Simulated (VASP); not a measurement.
# ZnS (P6_3mc) in VASP: notebook, part 3 of 3

VASP 6.6.1. The steps go on from the part before.

## 6. Electric field gradients, PBE (equal xx and yy strain of +1 %)

INCAR

```
SYSTEM = ZnS
PREC = Accurate ; ENCUT = 520
EDIFF = 1E-8 ; ISMEAR = -1
SIGMA = 0.03 ; LREAL = .False.
LASPH = .True. ; NELM = 100
ALGO = Normal ; ISIF = 2
LWAVE = .False. ; LCHARG = .False.
GGA = PE ; LEFG = .True.
NBANDS = 26
```

KPOINTS

```
regular mesh
0
Gamma
  8 8 5
  0 0 0
```

POSCAR

```
ZnS
1.0
    3.8491087694      0.0000000000      0.0000000000
   -1.9245543847      3.3334259762      0.0000000000
    0.0000000000      0.0000000000      6.2340000000
Zn S
2 2
Direct
    0.3333333333      0.6666666667      0.0000000000
    0.6666666667      0.3333333333      0.5000000000
    0.3333333333      0.6666666667      0.3850000000
    0.6666666667      0.3333333333      0.8850000000
```

Potentials or basis: VASP PAW PBE potentials, release 64 (Zn, S).

Started as:

```console
cat potpaw_PBE.64/Zn/POTCAR potpaw_PBE.64/S/POTCAR > POTCAR
mpirun -np 1 vasp_std > vasp.out
```

OUTCAR:

```text
SYSTEM = ZnS
   PREC = Accurate
   ENCUT = 520
   EDIFF = 1E-8
   ISMEAR = -1
   LREAL = .False.
   LASPH = .True.
   NELM = 100
   ISIF = 2
   GGA = PE

 ion  position               nearest neighbor table
   1  0.333  0.667  0.000-   4 2.34   4 2.34   4 2.34   3 2.40
   2  0.667  0.333  0.500-   3 2.34   3 2.34   3 2.34   4 2.40
   3  0.333  0.667  0.385-   2 2.34   2 2.34   2 2.34   1 2.40
   4  0.667  0.333  0.885-   1 2.34   1 2.34   1 2.34   2 2.40

  LATTYP: Found a hexagonal cell.
 ALAT       =     3.8491087694
 C/A-ratio  =     1.6195956969

  Lattice vectors:

 A1 = (   3.8491087694,   0.0000000000,   0.0000000000)
 A2 = (  -1.9245543847,   3.3334259762,   0.0000000000)
 A3 = (   0.0000000000,   0.0000000000,   6.2340000000)

Analysis of symmetry for initial positions (statically):
=====================================================================
 Subroutine PRICEL returns:
 Original cell was already a primitive cell.

 Routine SETGRP: Setting up the symmetry group for a
 hexagonal supercell.

 Subroutine GETGRP returns: Found 12 space group operations
[... 897 lines left out ...]
     -0.00000      2.22228      0.00000        -0.000000     -0.000000      0.252998
      1.92455      1.11114      3.11700         0.000000      0.000000      0.252998
     -0.00000      2.22228      2.40009         0.000000      0.000000     -0.252998
      1.92455      1.11114      5.51709        -0.000000      0.000000     -0.252998
 -----------------------------------------------------------------------------------
    total drift:                               -0.000000     -0.000000      0.000475

  FREE ENERGIE OF THE ION-ELECTRON SYSTEM (eV)
  ---------------------------------------------------
  free  energy   TOTEN  =       -13.6749690676 eV

  energy  without entropy=      -13.6749690675  energy(sigma->0) =      -13.67496907

 Electric field gradients (V/A^2)
---------------------------------------------------------------------
 ion       V_xx      V_yy      V_zz      V_xy      V_xz      V_yz
---------------------------------------------------------------------
   1      -7.319    -7.323    14.641    -0.004     0.000    -0.000
   2      -7.319    -7.323    14.641    -0.004    -0.000     0.000
   3       3.847     3.846    -7.693    -0.000    -0.000     0.000
   4       3.847     3.846    -7.693    -0.000     0.000    -0.000
---------------------------------------------------------------------

 Electric field gradients after diagonalization (V/A^2)
 (convention: |V_zz| > |V_xx| > |V_yy|)
----------------------------------------------------------------------
 ion       V_xx      V_yy      V_zz     asymmetry (V_yy - V_xx)/ V_zz
----------------------------------------------------------------------
   1      -7.325    -7.316    14.641       0.001
   2      -7.325    -7.316    14.641       0.001
   3       3.847     3.846    -7.693       0.000
   4       3.847     3.846    -7.693       0.000
----------------------------------------------------------------------

           NMR quadrupolar parameters

 Cq : quadrupolar parameter    Cq=e*Q*V_zz/h
 eta: asymmetry parameters     (V_yy - V_xx)/ V_zz
 Q  : nuclear electric quadrupole moment in mb (millibarn)
----------------------------------------------------------------------
 ion       Cq(MHz)       eta       Q (mb)
----------------------------------------------------------------------
   1       0.035       0.001       1.000
   2       0.035       0.001       1.000
   3      -0.019       0.000       1.000
   4      -0.019       0.000       1.000
----------------------------------------------------------------------
```

stdout:

```text
POSCAR found type information on POSCAR ZnS
 POSCAR found :  2 types and       4 ions
 scaLAPACK will be used
 LDA part: xc-table for (Slater+PW92), standard interpolation
 POSCAR, INCAR and KPOINTS ok, starting setup
 FFT: planning ... GRIDC
 FFT: planning ... GRID_SOFT
 FFT: planning ... GRID
 WAVECAR not read
 entering main loop
ion   1

ion   2

ion   3

ion   4
```

It took 1.9 min on 1 thread of Intel Xeon Platinum 8259CL at 2.50GHz (Skylake/Cascade Lake), shared host; peak memory 0.22 GiB.

Results:

| Item | Value |
| --- | --- |
| Free energy | -13.6750 eV |
| Pressure | 0.9 GPa |
| Largest force | 0.253 eV/Å |
| Band gap on the k mesh | 2.14 eV, direct |

Forces on the atoms (eV/Å):
```
Zn   0.000  0.000  0.253
Zn   0.000  0.000  0.253
S    0.000  0.000 -0.253
S    0.000  0.000 -0.253
```

Stress tensor (GPa, compression positive):
```
1.09 0.00 0.00
0.00 1.09 0.00
0.00 0.00 0.54
```

Electric field gradients, principal values (V/Å²):
```csv
atom,least,middle,greatest (by size)
1 Zn,-7.316,-7.325,14.641
2 Zn,-7.316,-7.325,14.641
3 S,3.846,3.847,-7.693
4 S,3.846,3.847,-7.693
```

Caveat: the cell differs from its parent crystal (equal xx and yy strain of +1 %); without QUAD_EFG the Cq values of the log hold for a quadrupole moment of 1 mb, not for the nuclei.

## 7. The runs side by side

| cell | gap on the mesh (eV) | pressure (GPa) | largest force (eV/Å) |
| --- | --- | --- | --- |
| a = 3.798, b = 3.798, c = 6.213 Å, angles 90.0, 90.0, 120.0°, 4 atoms | 2.30 | 3.3 | 0.34 |
| a = 3.836, b = 3.836, c = 6.275 Å, angles 90.0, 90.0, 120.0°, 4 atoms | 2.16 | 1.0 | 0.30 |
| a = 3.886, b = 3.886, c = 6.356 Å, angles 90.0, 90.0, 120.0°, 4 atoms | 1.98 | -1.6 | 0.26 |
| a = 3.849, b = 3.849, c = 6.234 Å, angles 90.0, 90.0, 120.0°, 4 atoms | 2.14 | 0.9 | 0.25 |

Alike in all rows: task electric field gradients; level PBE; potentials or basis VASP PAW PBE potentials, release 64 (Zn, S); no spin polarisation; k mesh 8 × 8 × 5; cutoff (eV) 520; smearing fermi-dirac 0.03 eV.

Absolute energies hang on the potentials; compare differences alone.
